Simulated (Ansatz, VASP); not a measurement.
Two plane-wave programs on MgO

File INCAR:

```
SYSTEM = MgO
PREC     = Accurate       ! precision mode
ENCUT    = 600            ! plane-wave cutoff, eV
EDIFF    = 1E-6           ! SCF threshold, eV
ISMEAR   = 0              ! smearing method
SIGMA    = 0.02           ! smearing width, eV
LREAL    = .False.        ! projectors in reciprocal space
LASPH    = .True.         ! aspherical terms in the spheres
NELM     = 120            ! most SCF steps
ALGO     = Normal         ! electronic algorithm
ISIF     = 2              ! what is computed and relaxed
LWAVE    = .False.        ! write WAVECAR
LCHARG   = .False.        ! write CHGCAR
GGA      = PE             ! functional
NBANDS   = 11             ! bands
GGA_COMPAT= .False.
```

KPOINTS

```
Automatic mesh
0
Gamma
  8 8 8
  0 0 0
```

The input POSCAR:

```
MgO
1.0
    0.0000000000      2.0944433333      2.1085000000
    2.0944433333      0.0000000000      2.1085000000
    2.0944433333      2.0944433333      0.0000000000
Mg O
1 1
Direct
    0.0000000000      0.0000000000      0.0000000000
    0.5000000000      0.5000000000      0.5000000000
```

Input for Ansatz:

```yaml
crystal:
  lattice:
    - [0.0, 2.094443333333333, 2.1085]
    - [2.094443333333333, 0.0, 2.1085]
    - [2.094443333333333, 2.094443333333333, 0.0]
  atoms:
    - { symbol: Mg, position: [0.0, 0.0, 0.0] }
    - { symbol: O, position: [0.5, 0.5, 0.5] }
basis:
  ecutwfc: 571.4391111657479
kpoints:
  mp_grid:
    grid: [8, 8, 8]
scf:
  occupations:
    method: gaussian
    width: 0.02
output:
  stress: true
```

Alike in both runs: task single point; functional PBE; k mesh 8 × 8 × 8; occupations gaussian, width 0.02 eV; no spin polarisation.

|  | VASP | Ansatz |
| --- | --- | --- |
| version | VASP 6.6.1 | Ansatz 0.2.0 |
| potentials or method | VASP PAW PBE potentials, release 64 (Mg, O), cutoff 600 eV | plane waves, PAW |
| valence electrons in the cell | 8 | 16 |

```csv
,VASP,Ansatz,Ansatz less VASP
pressure (GPa),5.4,6.4,+1.02
"traceless stress, the component that is largest in VASP (GPa)",-0.99,-0.98,+0.006
```

VASP's potentials hold 8 valence electrons a cell and Ansatz's 16, so a difference there can come from the potentials and not from the codes.
